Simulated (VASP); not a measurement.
Set up this calculation in VASP 6.6.1, as the native input.

* Task: single point
* Functional: LDA
* Potentials or basis: VASP PAW LDA potentials, release 64 (Zn, F)
* Cutoff: 600 eV
* k mesh: 4 × 4 × 6
* Occupations: gaussian, width 0.01 eV
* Spin: no spin polarisation
* Dipole correction: no
* Further INCAR settings: ALGO = Normal; EDIFF = 1e-06; NBANDS = 35

The structure of ZnF2 lies in POSCAR:

```
ZnF2
1.0
    4.5995901601      0.0000000000      0.0000000000
    0.0000000000      4.5995901601      0.0000000000
    0.0000000000      0.0000000000      3.0672543084
Zn F
2 4
Direct
    0.0000000000      0.0000000000      0.0000000000
    0.5000000000      0.5000000000      0.5000000000
    0.3027334674      0.3027334674      0.0000000000
    0.1972665326      0.8027334674      0.5000000000
    0.6972665326      0.6972665326      0.0000000000
    0.8027334674      0.1972665326      0.5000000000
```

One way to write it, as run:

INCAR

```
ALGO = Normal
EDIFF = 1E-6
ENCUT = 600
GGA_COMPAT = False
ISIF = 2
ISMEAR = 0
LASPH = True
LCHARG = False
LREAL = False
LWAVE = False
NBANDS = 35
NELM = 120
PREC = Accurate
SIGMA = 0.01
```

KPOINTS

```
k-points
0
Gamma
  4 4 6
```

Potentials or basis: VASP PAW LDA potentials, release 64 (Zn, F).

The run is started by

```bash
$ cat potpaw_LDA.64/Zn/POTCAR potpaw_LDA.64/F/POTCAR > POTCAR
$ mpirun -np 1 vasp_std > vasp.out
```

It gave:

```yaml
Pressure: 3.5 GPa
Largest_force: 0.012 eV/Å
Band_gap_on_the_k_mesh: 3.43 eV
```

Caveat: the cell stands under pressure.

It took 76 s on 1 thread of Intel Xeon 8259CL, on a shared host, peak memory 0.2 GiB.
